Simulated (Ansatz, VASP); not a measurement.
## Si3WC2 in VASP and in Ansatz

INCAR

```
PREC = Accurate
ENCUT = 600
EDIFF = 1E-7
ISMEAR = 0
SIGMA = 0.1
LREAL = F
LASPH = T
NELM = 100
ALGO = Normal
ISIF = 3
LWAVE = F
LCHARG = F
GGA = PE
IBRION = 2
NSW = 100
EDIFFG = -0.01
```

Contents of KPOINTS:

```
Automatic mesh
0
Gamma
  8 8 14
```

Contents of POSCAR:

```
Si3WC2
1.0
    2.8001652637     -4.3164844712      0.0000000000
    2.8001652637      4.3164844712      0.0000000000
    0.0000000000      0.0000000000      2.7980426097
Si W C
3 1 2
Direct
    0.0000000000      0.0000000000      0.0000000000
    0.5000000000      0.0000000000      0.5000000000
    0.0000000000      0.5000000000      0.5000000000
    0.5000000000      0.5000000000      0.0000000000
    0.2424722631      0.7575277369      0.0000000000
    0.7575277369      0.2424722631      0.0000000000
```

Input for Ansatz:

```yaml
crystal:
  lattice:
    - [2.8001652637, -4.3164844712, 0.0]
    - [2.8001652637, 4.3164844712, 0.0]
    - [0.0, 0.0, 2.7980426097]
  atoms:
    - { symbol: Si, position: [0.0, 0.0, 0.0] }
    - { symbol: Si, position: [0.5, 0.0, 0.5] }
    - { symbol: Si, position: [0.0, 0.5, 0.5] }
    - { symbol: W, position: [0.5, 0.5, 0.0] }
    - { symbol: C, position: [0.2424722631, 0.7575277369, 0.0] }
    - { symbol: C, position: [0.7575277369, 0.2424722631, 0.0] }
basis:
  ecutwfc: 420
kpoints:
  mp_grid: { grid: [8, 8, 14] }
hamiltonian:
  xc: pbe
scf:
  occupations: { method: gaussian, width: 0.1 }
output:
  forces: true
  stress: true
  eigenvalues: true
  write_density: true
  write_potential: true
  elf: true
  volumetric_format: npy
relax:
  adjacent_minimum: "off"
  f_tol: 0.01
  max_steps: 80
  cell: { stress_tol: 0.05 }
```

Change from the starting cell: species swapped into the NaH2Pd3 type (Cmmm, No. 65).

Alike in both runs: task relaxation of cell and atoms; functional PBE; k mesh 8 × 8 × 14; occupations gaussian, width 0.1 eV; no spin polarisation.

|  | VASP | Ansatz |
| --- | --- | --- |
| version | VASP 6.6.1 | Ansatz 0.2.0 |
| potentials or method | VASP PAW PBE potentials, release 64 (Si, W_sv, C), cutoff 600 eV | scalar-relativistic, plane waves, PAW |
| valence electrons in the cell | 34 | 34 |

VASP gave:

- gap on the k mesh at the Fermi level, each at its own relaxed structure (eV): none
- relaxed volume (Å³/atom): 11.27
- relaxed length of the cell vector where the two differ most in proportion (Å): 5.171

Task: What did Ansatz give for the same quantities?

Result: gap on the k mesh at the Fermi level, each at its own relaxed structure (eV): none; relaxed volume (Å³/atom): 11.26; relaxed length of the cell vector where the two differ most in proportion (Å): 5.170.

A gap of «none» marks a metal or a gap that the smearing closes.

Spin-orbit coupling is off throughout.
